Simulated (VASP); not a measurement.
Be:

```
Be
1.0
     2.26497    0.00000    0.00000
    -1.13248    1.96152    0.00000
     0.00000    0.00000    3.56107
Be
2
Direct
  0.33333 0.66667 0.25000
  0.66667 0.33333 0.75000
```

* Program: VASP 6.6.1
* Task: relaxation of cell and atoms
* Functional: PBE
* Dispersion: D3(BJ)
* Potentials or basis: VASP PAW PBE potentials, release 64 (Be)
* Cutoff: 600 eV
* k mesh: 24 × 24 × 12
* Occupations: gaussian, width 0.1 eV
* Spin: no spin polarisation

At the start: pressure -7.3 GPa; volume 7.91 Å³/atom.

Task: Where does the relaxation end?

Result: Over 7 steps the energy falls by 11.2 meV/atom and the volume is 7.44 Å³/atom (-5.9 %); space group P6_3/mmc (No. 194, to 0.1 Å) before and after.

Step by step:
```csv
step,energy change (eV),largest force (eV/Å),pressure (GPa),volume (Å³)
1,0.0000,0.0000,-7.31,15.82
2,-0.0218,0.0000,-1.03,15.01
3,-0.0222,0.0000,-0.04,14.90
4,-0.0222,0.0000,0.13,14.88
5,-0.0223,0.0000,0.13,14.87
6,-0.0223,0.0000,0.13,14.87
7,-0.0223,0.0000,0.01,14.89
```

Final structure:
```cif
data_structure
_symmetry_space_group_name_H-M 'P 1'
_symmetry_Int_Tables_number 1
_cell_length_a 2.2172
_cell_length_b 2.2172
_cell_length_c 3.4967
_cell_angle_alpha 90.000
_cell_angle_beta 90.000
_cell_angle_gamma 120.000
_cell_volume 14.89
loop_
_atom_site_label
_atom_site_type_symbol
_atom_site_fract_x
_atom_site_fract_y
_atom_site_fract_z
_atom_site_occupancy
Be1 Be 0.33333 0.66667 0.25000 1
Be2 Be 0.66667 0.33333 0.75000 1
```
